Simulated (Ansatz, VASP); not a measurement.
Ir: VASP beside Ansatz

The input INCAR:

```
SYSTEM = Ir
PREC = Accurate
ENCUT = 520
EDIFF = 1E-6
ISMEAR = -1
SIGMA = 0.05
LREAL = .FALSE.
LASPH = .TRUE.
NELM = 100
ALGO = Normal
ISIF = 2
LWAVE = .FALSE.
LCHARG = .FALSE.
GGA = PE
NBANDS = 16
```

The input KPOINTS:

```
Automatic mesh
0
G
  18 18 10
  0 0 0
```

File POSCAR:

```
Ir
1.0
    2.7482752140      0.0000000000      0.0000000000
   -1.3741376070      2.3800761519      0.0000000000
    0.0000000000      0.0000000000      4.4533730527
Ir
2
Direct
    0.3333333333      0.6666666667      0.2500000000
    0.6666666667      0.3333333333      0.7500000000
```

Input for Ansatz:

```yaml
crystal:
  lattice:
    - [2.748275214, 0.0, 0.0]
    - [-1.374137607, 2.3800761519, 0.0]
    - [0.0, 0.0, 4.4533730527]
  atoms:
    - { symbol: Ir, position: [0.3333333333, 0.6666666667, 0.25] }
    - { symbol: Ir, position: [0.6666666667, 0.3333333333, 0.75] }
kpoints:
  mp_grid: { grid: [18, 18, 10] }
  band_path:
    path:
      - [0.0, 0.0, 0.0]
      - [0.5, 0.0, 0.0]
      - [0.3333333333, 0.3333333333, 0.0]
      - [0.0, 0.0, 0.0]
      - [0.0, 0.0, 0.5]
      - [0.5, 0.0, 0.5]
      - [0.3333333333, 0.3333333333, 0.5]
      - [0.0, 0.0, 0.5]
      - [0.5, 0.0, 0.5]
    npoints: 8
scf:
  occupations: { method: fermi_dirac, width: 0.05 }
hamiltonian:
  xc: pbe
  pseudopotentials: { kind: paw }
output:
  forces: true
  stress: true
  eigenvalues: true
  populations: true
  dos: { projected: true, de: 0.2, e_range: [-14, 8] }
  write_density: true
  write_potential: true
  elf: true
  volumetric_format: npy
```

Change from the starting cell: volume scaled by 1, PAW files.

Alike in both runs: task single point; functional PBE; k mesh 18 × 18 × 10; occupations fermi-dirac, width 0.05 eV; no spin polarisation.

|  | VASP | Ansatz |
| --- | --- | --- |
| version | VASP 6.6.1 | Ansatz 0.2.0 |
| potentials or method | VASP PAW PBE potentials, release 64 (Ir) | PAW with Ansatz's default frozen-core files, scalar-relativistic |
| plane-wave cutoff (eV) | 520 | 420 |
| valence electrons in the cell | 18 | 34 |

Ansatz gave:

- pressure (GPa): 0.0

Task: Which values does VASP return?

Result: Pressure (GPa): 0.5.

VASP's potentials hold 18 valence electrons a cell and Ansatz's 34, so a difference there can come from the potentials and not from the codes.

Spin-orbit coupling is off throughout.
